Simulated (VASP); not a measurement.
InPd, 2 atoms in the cell. The structure is cubic, space group Fm-3m (No. 225). The conventional cell has a = 5.492 Å, b = 5.492 Å, c = 5.492 Å, α = 90.00°, β = 90.00°, γ = 90.00°. Within 3.6 Å of In (site symmetry m-3m) lie 6 Pd at 2.75 Å. Within 3.6 Å of Pd (site symmetry m-3m) lie 6 In at 2.75 Å. 

- Program: VASP 6.6.1
- Task: relaxation of cell and atoms
- Functional: r2SCAN
- Potentials or basis: VASP PAW PBE potentials, release 64 (In_d, Pd)
- Cutoff: 600 eV
- k mesh: 8 × 8 × 8
- Occupations: fermi-dirac, width 0.05 eV
- Spin: no spin polarisation
- Target pressure: 5 GPa
- Dipole correction: no
- Further INCAR settings: ALGO = Normal; EDIFF = 1e-06; IBRION = 2; EDIFFG = -0.01; NSW = 60; ISIF = 3

Potentials or basis: VASP PAW PBE potentials, release 64 (In_d, Pd).

Run with:

```sh
$ cat potpaw_PBE.64/In_d/POTCAR potpaw_PBE.64/Pd/POTCAR > POTCAR
$ cp INCAR.step1 INCAR
$ mpirun -np 1 vasp_std > vasp.out
$ cp INCAR.step2 INCAR
$ mpirun -np 1 vasp_std > vasp.out
```

Hardware: 1 thread of Intel Xeon 8259CL, with other jobs on the host.

Problem. How long does it take, and how much memory?

Solution. Wall time 5.6 min on 1 thread of Intel Xeon 8259CL (shared host), peak memory 0.22 GiB. Counts: k points 29, ion steps 4.
